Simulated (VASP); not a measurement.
A run of VASP 6.6.1 is set up as follows.

INCAR

```
PREC = Accurate ; ENCUT = 600
EDIFF = 1E-7 ; ISMEAR = 0
SIGMA = 0.1 ; LREAL = False
LASPH = True ; NELM = 100
ALGO = Fast ; ISIF = 3
LWAVE = False ; LCHARG = False
GGA = PE ; IBRION = 2
NSW = 100 ; EDIFFG = -0.01
```

Contents of KPOINTS:

```
regular mesh
0
Gamma
  8 8 8
```

File POSCAR:

```
SiW4
1.0
    4.7738198458      0.0000000000      0.0000000000
    0.0000000000      4.7738198458      0.0000000000
    0.0000000000      0.0000000000      4.7738198458
Si W
1 4
Direct
    0.0000000000      0.0000000000      0.0000000000
    0.0000000000      0.5000000000      0.5000000000
    0.5000000000      0.0000000000      0.5000000000
    0.5000000000      0.5000000000      0.0000000000
    0.5000000000      0.5000000000      0.5000000000
```

Potentials or basis: VASP PAW PBE potentials, release 64 (Si, W_sv).

Command:

```sh
$ cat potpaw_PBE.64/Si/POTCAR potpaw_PBE.64/W_sv/POTCAR > POTCAR
$ mpirun -np 1 vasp_std > vasp.out
```

Problem. Estimate the relaxed cell.

Solution. a = 4.776 Å, b = 4.776 Å, c = 4.776 Å, α = 90.00°, β = 90.00°, γ = 90.00°.

Problem. What does it give for the band gap on the k mesh?

Solution. Zero (band 30 reaches 7.17 eV, above the bottom of band 31 at 6.53 eV).

Problem. What does it give for the space group after relaxing (to 0.05 Å)?

Solution. Pm-3m (No. 221).

Final structure:
```
CELL_PARAMETERS angstrom
4.77601 0.00000 0.00000
0.00000 4.77601 0.00000
0.00000 0.00000 4.77601
ATOMIC_POSITIONS crystal
Si 0.00000 0.00000 0.00000
W 0.00000 0.50000 0.50000
W 0.50000 0.00000 0.50000
W 0.50000 0.50000 0.00000
W 0.50000 0.50000 0.50000
```

Caveat: spin-orbit coupling is left out, which moves the levels of the heavy elements.
